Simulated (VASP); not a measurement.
Set up this calculation in VASP 6.6.1, as the native input.

- Task: single point
- Functional: LDA
- Potentials or basis: VASP PAW LDA potentials, release 64 (Bi_d, Te)
- Cutoff: 520 eV
- k mesh: 6 × 6 × 6
- Occupations: fermi-dirac, width 0.02 eV
- Spin: no spin polarisation
- Dipole correction: no
- Further INCAR settings: ALGO = Normal; EDIFF = 1e-06; NBANDS = 48

The structure of Bi4Te3 lies in POSCAR:

```
Bi4Te3
1.0
    2.2251310244      1.2846799959     14.2155053097
   -2.2251310244      1.2846799959     14.2155053097
    0.0000000000     -2.5693599918     14.2155053097
Bi Te
4 3
Direct
    0.7136620685      0.7136620685      0.7136620685
    0.2863379315      0.2863379315      0.2863379315
    0.1474204410      0.1474204410      0.1474204410
    0.8525795590      0.8525795590      0.8525795590
    0.0000000000      0.0000000000      0.0000000000
    0.4200242998      0.4200242998      0.4200242998
    0.5799757002      0.5799757002      0.5799757002
```

One way to write it, as run:

INCAR

```
  PREC = Accurate
  ENCUT = 520
  EDIFF = 1E-6
  ISMEAR = -1
  SIGMA = 0.02
  LREAL = F
  LASPH = T
  NELM = 100
  ALGO = Normal
  ISIF = 2
  LWAVE = F
  LCHARG = F
  NBANDS = 48
```

KPOINTS

```
Automatic mesh
0
Gamma
  6 6 6
```

Potentials or basis: VASP PAW LDA potentials, release 64 (Bi_d, Te).

The run is started by

```sh
$ cat potpaw_LDA.64/Bi_d/POTCAR potpaw_LDA.64/Te/POTCAR > POTCAR
$ mpirun -np 1 vasp_std > vasp.out
```

It gave:

| Item | Value |
| --- | --- |
| Pressure | -1.9 GPa |
| Largest force | 0.042 eV/Å |
| Band gap on the k mesh | 0.15 eV (least direct gap 0.21 eV) |

Caveat: spin-orbit coupling is left out, which moves the levels of the heavy elements.

It took 51 min on 1 thread of AMD EPYC 9R45 96-Core Processor (Zen 5) (shared host), peak memory 1.4 GiB.
